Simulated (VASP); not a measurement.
Input of a VASP 6.6.1 run:

File POSCAR:

```
KF
1.0
    0.0000000000      2.6412087400      2.6412087400
    2.6412087400      0.0000000000      2.6412087400
    2.6412087400      2.6412087400      0.0000000000
K F
1 1
Direct
    0.0000000000      0.0000000000      0.0000000000
    0.5000000000      0.5000000000      0.5000000000
```

The input INCAR.step1:

```
SYSTEM = KF
PREC     = Accurate       ! precision mode
ENCUT    = 520            ! plane-wave cutoff, eV
ISMEAR   = -1             ! smearing method
SIGMA    = 0.02           ! smearing width, eV
LREAL    = .FALSE.        ! projectors in reciprocal space
LASPH    = .TRUE.         ! aspherical terms in the spheres
NELM     = 100            ! most SCF steps
GGA      = PE             ! functional
ALGO     = Normal         ! electronic algorithm
EDIFF    = 1E-4           ! SCF threshold, eV
LWAVE    = .TRUE.         ! write WAVECAR
LCHARG   = .FALSE.        ! write CHGCAR
```

File INCAR.step2:

```
SYSTEM = KF
PREC     = Accurate       ! precision mode
ENCUT    = 520            ! plane-wave cutoff, eV
EDIFF    = 1E-6           ! SCF threshold, eV
ISMEAR   = -1             ! smearing method
SIGMA    = 0.02           ! smearing width, eV
LREAL    = .FALSE.        ! projectors in reciprocal space
LASPH    = .TRUE.         ! aspherical terms in the spheres
NELM     = 100            ! most SCF steps
ALGO     = Normal         ! electronic algorithm
ISIF     = 2              ! what is computed and relaxed
LWAVE    = .FALSE.        ! write WAVECAR
LCHARG   = .FALSE.        ! write CHGCAR
METAGGA  = R2SCAN         ! meta-GGA
LMIXTAU  = .TRUE.       
IBRION   = 2              ! ionic algorithm
NSW      = 50             ! ionic steps
EDIFFG   = -0.01          ! ionic threshold
ISTART   = 1
```

Contents of KPOINTS:

```
regular mesh
0
G
  10 10 10
  0 0 0
```

Potentials or basis: VASP PAW PBE potentials, release 64 (K_sv, F).

Run with:

```sh
$ cat potpaw_PBE.64/K_sv/POTCAR potpaw_PBE.64/F/POTCAR > POTCAR
$ cp INCAR.step1 INCAR
$ mpirun -np 1 vasp_std > vasp.out
$ cp INCAR.step2 INCAR
$ mpirun -np 1 vasp_std > vasp.out
```

Question: What does it give for the band gap on the k mesh?

Answer: 7.02 eV, direct.

Final structure:
```
CELL_PARAMETERS angstrom
0.00000 2.64121 2.64121
2.64121 0.00000 2.64121
2.64121 2.64121 0.00000
ATOMIC_POSITIONS crystal
K 0.00000 0.00000 0.00000
F 0.50000 0.50000 0.50000
```

Caveat: the relaxation stopped at its first step, so nothing moved. A k mesh can miss the band edges.
